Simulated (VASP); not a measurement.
Input of a VASP 6.6.1 run:

POSCAR

```
KF
1.0
    0.0000000000      2.6828872878      2.6828872878
    2.6828872878      0.0000000000      2.6828872878
    2.6828872878      2.6828872878      0.0000000000
K F
1 1
Direct
    0.0000000000      0.0000000000      0.0000000000
    0.5000000000      0.5000000000      0.5000000000
```

File INCAR.step1:

```
SYSTEM = KF
  PREC = Accurate
  ENCUT = 520
  ISMEAR = 0
  SIGMA = 0.01
  LREAL = .FALSE.
  LASPH = .TRUE.
  NELM = 80
  NBANDS = 15
  GGA = PE
  ALGO = Normal
  EDIFF = 1E-4
  LWAVE = .TRUE.
  LCHARG = .FALSE.
```

File INCAR.step2:

```
SYSTEM = KF
  PREC = Accurate
  ENCUT = 520
  EDIFF = 1E-6
  ISMEAR = 0
  SIGMA = 0.01
  LREAL = .FALSE.
  LASPH = .TRUE.
  NELM = 80
  ALGO = Normal
  ISIF = 2
  LWAVE = .FALSE.
  LCHARG = .FALSE.
  METAGGA = R2SCAN
  LMIXTAU = .TRUE.
  NBANDS = 15
  ISTART = 1
```

The input KPOINTS:

```
Automatic mesh
0
G
  8 8 8
  0 0 0
```

Potentials or basis: VASP PAW PBE potentials, release 64 (K_sv, F).

Launch:

```sh
$ cat potpaw_PBE.64/K_sv/POTCAR potpaw_PBE.64/F/POTCAR > POTCAR
$ cp INCAR.step1 INCAR
$ mpirun -np 1 vasp_std > vasp.out
$ cp INCAR.step2 INCAR
$ mpirun -np 1 vasp_std > vasp.out
```

Estimate the band gap on the k mesh.

6.76 eV, direct.

Predict the pressure.

-0.9 GPa.

Caveat: the cell differs from its parent crystal (strain +0.9%); the PAW data sets were made with another functional, which shifts forces and pressure a little. A k mesh can miss the band edges.
